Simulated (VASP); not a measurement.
# K3CO (Pm-3m) in VASP: notebook, part 2 of 2

VASP 6.6.1.

## (3) Single point, PBE

INCAR reads:

```
ALGO = Normal ; EDIFF = 1E-6
ENCUT = 600 ; GGA = PE
GGA_COMPAT = False ; ISIF = 2
ISMEAR = 1 ; LASPH = True
LCHARG = False ; LREAL = False
LWAVE = False ; NBANDS = 26
NELM = 120 ; PREC = Accurate
SIGMA = 0.1
```

KPOINTS reads:

```
k-points
0
Gamma
  3 3 3
```

POSCAR reads:

```
K3CO
1.0
    5.2310620000      0.0000000000      0.0000000000
    0.0000000000      5.2310620000      0.0000000000
    0.0000000000      0.0000000000      5.2310620000
K C O
3 1 1
Direct
    0.0000000000      0.0000000000      0.5000000000
    0.0000000000      0.5000000000      0.0000000000
    0.5000000000      0.0000000000      0.0000000000
    0.5000000000      0.5000000000      0.5000000000
    0.0000000000      0.0000000000      0.0000000000
```

Potentials or basis: VASP PAW PBE potentials, release 64 (K_sv, C, O).

Run with:

```
$ cat potpaw_PBE.64/K_sv/POTCAR potpaw_PBE.64/C/POTCAR potpaw_PBE.64/O/POTCAR > POTCAR
$ mpirun -np 1 vasp_std > vasp.out
```

OUTCAR:

```text
EDIFF = 1E-6
   ENCUT = 600
   GGA = PE
   ISIF = 2
   ISMEAR = 1
   LASPH = True
   LREAL = False
   NELM = 120
   PREC = Accurate

 ion  position               nearest neighbor table
   1  0.000  0.000  0.500-   5 2.62   5 2.62   2 3.70   2 3.70   3 3.70   3 3.70   2 3.70   2 3.70
                             3 3.70   3 3.70
   2  0.000  0.500  0.000-   5 2.62   5 2.62   1 3.70   1 3.70   1 3.70   3 3.70   3 3.70   1 3.70
                             3 3.70   3 3.70
   3  0.500  0.000  0.000-   5 2.62   5 2.62   1 3.70   1 3.70   2 3.70   1 3.70   2 3.70   2 3.70
                             1 3.70   2 3.70
   4  0.500  0.500  0.500-
   5  0.000  0.000  0.000-   1 2.62   2 2.62   3 2.62   1 2.62   2 2.62   3 2.62

  LATTYP: Found a simple cubic cell.
 ALAT       =     5.2310620000

  Lattice vectors:

 A1 = (   5.2310620000,   0.0000000000,   0.0000000000)
 A2 = (   0.0000000000,   5.2310620000,   0.0000000000)
 A3 = (   0.0000000000,   0.0000000000,   5.2310620000)

Analysis of symmetry for initial positions (statically):
=====================================================================
 Subroutine PRICEL returns:
[... 159 lines left out ...]
 val. band max:       -0.4325931814   @ k =   0.3333   0.3333   0.0000
 cond. band min:      -0.2862577111   @ k =   0.3333   0.3333   0.0000
 fundamental gap:      0.1463354703
 Fermi energy:        -0.4309820425

 k-point     1 :       0.0000    0.0000    0.0000
  band No.  band energies     occupation
      1     -29.9758      2.00000
      2     -29.8873      2.00000
      3     -29.8873      2.00000
      4     -15.1225      2.00000
      5     -13.6928      2.00000
      6     -13.6928      2.00000
[... 105 lines left out ...]
     25       5.6032      0.00000
     26       5.6032      0.00000

------------------------ aborting loop because EDIFF is reached ----------------------------------------

  FORCE on cell =-STRESS in cart. coord.  units (eV):
  Direction    XX          YY          ZZ          XY          YZ          ZX
  --------------------------------------------------------------------------------------
  -------------------------------------------------------------------------------------
  Total       -0.3402790     -0.3402790     -0.3402790     -0.0000000      0.0000000     -0.0000000
  in kB       -3.8086949     -3.8086949     -3.8086949     -0.0000000      0.0000000     -0.0000000
  external PRESSURE =      -3.8086949 kB  Pullay stress =       0.0000000 kB

 VOLUME and BASIS-vectors are now :
 -----------------------------------------------------------------------------
  energy-cutoff  :      600.00
  volume of cell :      143.14
      direct lattice vectors                 reciprocal lattice vectors
     5.231062000  0.000000000  0.000000000     0.191165771  0.000000000  0.000000000
     0.000000000  5.231062000  0.000000000     0.000000000  0.191165771  0.000000000
     0.000000000  0.000000000  5.231062000     0.000000000  0.000000000  0.191165771

 POSITION                                       TOTAL-FORCE (eV/Angst)
 -----------------------------------------------------------------------------------
      0.00000      0.00000      2.61553         0.000000      0.000000      0.000000
      0.00000      2.61553      0.00000         0.000000      0.000000      0.000000
      2.61553      0.00000      0.00000         0.000000      0.000000      0.000000
      2.61553      2.61553      2.61553         0.000000      0.000000      0.000000
      0.00000      0.00000      0.00000         0.000000      0.000000      0.000000
 -----------------------------------------------------------------------------------
    total drift:                                0.000000      0.000000     -0.000000

  FREE ENERGIE OF THE ION-ELECTRON SYSTEM (eV)
  ---------------------------------------------------
  free  energy   TOTEN  =       -14.3397683726 eV

  energy  without entropy=      -14.3279887276  energy(sigma->0) =      -14.33584182
```

OSZICAR:

```text
N       E                     dE             d eps       ncg     rms          rms(c)
DAV:   1     0.280155118954E+03    0.28016E+03   -0.18361E+04   208   0.139E+03
DAV:   2     0.317812067811E+01   -0.27698E+03   -0.26961E+03   266   0.371E+02
DAV:   3    -0.194784163151E+02   -0.22657E+02   -0.22548E+02   312   0.838E+01
[... 39 lines left out ...]
DAV:  43    -0.143397882601E+02    0.15459E-04   -0.27997E-04   250   0.214E-02    0.783E-02
DAV:  44    -0.143397768003E+02    0.11460E-04   -0.14296E-04   230   0.153E-02    0.470E-02
DAV:  45    -0.143397725262E+02    0.42740E-05   -0.65954E-05   202   0.104E-02    0.369E-02
DAV:  46    -0.143397689910E+02    0.35353E-05   -0.24482E-05   138   0.648E-03    0.152E-02
DAV:  47    -0.143397683726E+02    0.61840E-06   -0.60285E-06   110   0.337E-03
   1 F= -.14339768E+02 E0= -.14335842E+02  d E =-.117796E-01
```

It took 72 s on 1 thread of Intel Xeon Platinum 8259CL at 2.50GHz (Skylake/Cascade Lake), shared host; peak memory 0.25 GiB.

Results:

| Item | Value |
| --- | --- |
| Free energy | -14.3398 eV |
| Pressure | -0.4 GPa |
| Band gap on the k mesh | zero (an odd number of electrons rules out a gap without spin polarisation) |

Caveat: the k points lie up to 0.40 Å⁻¹ apart, too coarse for converged energies and pressures of a metal.

The gap in the log of VASP goes by the Fermi energy; the results here count the filled bands.